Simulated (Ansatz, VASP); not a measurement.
## Two plane-wave programs on VMoS4

```
V Mo S
1.0
     3.18816    0.00000    0.00000
    -1.59408    2.76103    0.00000
     0.00000    0.00000   13.57995
V Mo S
1 1 4
Direct
  0.00000 0.00000 0.00000
  0.00000 0.00000 0.50000
  0.66667 0.33333 0.38324
  0.66667 0.33333 0.89212
  0.33333 0.66667 0.10788
  0.33333 0.66667 0.61676
```

Alike in both runs: task single point; functional PBE; k mesh 12 × 12 × 4; occupations gaussian, width 0.1 eV; no spin polarisation.

|  | VASP | Ansatz |
| --- | --- | --- |
| version | VASP 6.6.1 | Ansatz 0.2.0 |
| potentials or method | VASP PAW PBE potentials, release 64 (V_sv, Mo_sv, S), cutoff 520 eV | scalar-relativistic, plane waves, PAW |
| valence electrons in the cell | 51 | 51 |

Ansatz gave:

- gap on the k mesh at the Fermi level (eV): none
- pressure (GPa): 0.0

Task: Estimate VASP's values.

Result: gap on the k mesh at the Fermi level (eV): none; pressure (GPa): -0.1.

A gap of «none» marks a metal or a gap that the smearing closes.
